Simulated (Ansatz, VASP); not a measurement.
## B in VASP and in Ansatz

The input INCAR:

```
ALGO     = Normal         # electronic algorithm
EDIFF    = 1E-6           # SCF threshold, eV
EDIFFG   = -0.04          # ionic threshold
ENCUT    = 600            # plane-wave cutoff, eV
GGA      = PE             # functional
IBRION   = 2              # ionic algorithm
ISIF     = 3              # what is computed and relaxed
ISMEAR   = 0              # smearing method
LASPH    = True           # aspherical terms in the spheres
LCHARG   = False          # write CHGCAR
LREAL    = False          # projectors in reciprocal space
LWAVE    = False          # write WAVECAR
NELM     = 80             # most SCF steps
NSW      = 90             # ionic steps
PREC     = Accurate       # precision mode
SIGMA    = 0.1            # smearing width, eV
```

Contents of KPOINTS:

```
k-points
0
Gamma
  8 8 8
```

POSCAR

```
B
1.0
   -1.4954918200      1.7447132200      2.5953845100
    1.4954918200     -1.7447132200      2.5953845100
    1.4954918200      1.7447132200     -2.5953845100
B
3
Direct
    0.5000000000      0.0000000000      0.5000000000
    0.0000000000      0.0000000000      0.0000000000
    0.5000000000      0.5000000000      0.0000000000
```

Input for Ansatz:

```yaml
crystal:
  lattice:
    - [-1.49549182, 1.74471322, 2.59538451]
    - [1.49549182, -1.74471322, 2.59538451]
    - [1.49549182, 1.74471322, -2.59538451]
  atoms:
    - { symbol: B, position: [0.5, 0.0, 0.5] }
    - { symbol: B, position: [0.0, 0.0, 0.0] }
    - { symbol: B, position: [0.5, 0.5, 0.0] }
basis:
  ecutwfc: 420
kpoints:
  mp_grid: { grid: [8, 8, 8] }
hamiltonian:
  xc: pbe
scf:
  occupations: { method: gaussian, width: 0.1 }
  lower_state_search: "off"
output:
  forces: true
  stress: true
  eigenvalues: true
relax:
  adjacent_minimum: "off"
  f_tol: 0.04
  max_steps: 70
  cell: { stress_tol: 0.4 }
```

Alike in both runs: task relaxation of cell and atoms; functional PBE; k mesh 8 × 8 × 8; occupations gaussian, width 0.1 eV; no spin polarisation.

```csv
,VASP,Ansatz
version,VASP 6.6.1,Ansatz 0.2.0
potentials or method,"VASP PAW PBE potentials, release 64 (B), cutoff 600 eV","scalar-relativistic, plane waves, PAW"
valence electrons in the cell,9,9
```

```tsv
	VASP	Ansatz	Ansatz less VASP
gap on the k mesh at the Fermi level, each at its own relaxed structure (eV)	none	none	-
relaxed volume (Å³/atom)	12.20	12.99	+0.797
relaxed cell length with the largest relative difference (Å)	4.397	4.617	+0.2208
```

A gap of «none» marks a metal or a gap that the smearing closes. One of these differences is far larger than is usual between the two programs; its cause wasn't traced.

Noted on VASP's run: the volume moved by over 15 % at a fixed basis, so the end points are rough.
